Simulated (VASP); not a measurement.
# GaCuAs: single point with PBE

Crystal: GaCuAs.

```xyz
6
Lattice="4.0532 0.0000 0.0000 -2.0266 3.5102 0.0000 0.0000 0.0000 7.1800" Properties=species:S:1:pos:R:3 pbc="T T T"
As    0.0000    2.3401    1.7950
As    2.0266    1.1701    5.3850
Cu    0.0000    2.3401    5.3850
Cu    2.0266    1.1701    1.7950
Ga    0.0000    0.0000    0.0000
Ga    0.0000    0.0000    3.5900
```

```json
{
 "Program": "VASP 6.6.1",
 "Task": "single point",
 "Functional": "PBE",
 "Potentials or basis": "VASP PAW PBE potentials, release 64 (As_d, Cu_sv_GW, Ga_d)",
 "Cutoff": "820 eV",
 "k mesh": "10 × 10 × 5",
 "Occupations": "gaussian, width 0.2322 eV",
 "Spin": "no spin polarisation"
}
```

The pressure is 4.8 GPa. The band gap on the k mesh is zero (bands 47 and 48 overlap by 1.45 eV).

Levels at points of the mesh, in eV from the Fermi level:
```tsv
k point	band 45	band 46	band 47	band 48	band 49	band 50
(0.00, 0.00, 0.00)	0.26	0.48	0.70	0.70	2.12	2.12
(0.50, 0.00, 0.00)	-2.26	-1.43	-0.76	0.08	1.19	2.76
```

Wall time 15 min on 1 thread of Intel(R) Xeon(R) Platinum 8375C CPU @ 2.90GHz (Ice Lake), on a shared host, peak memory 0.63 GiB.

Caveat: the cell stands under pressure.
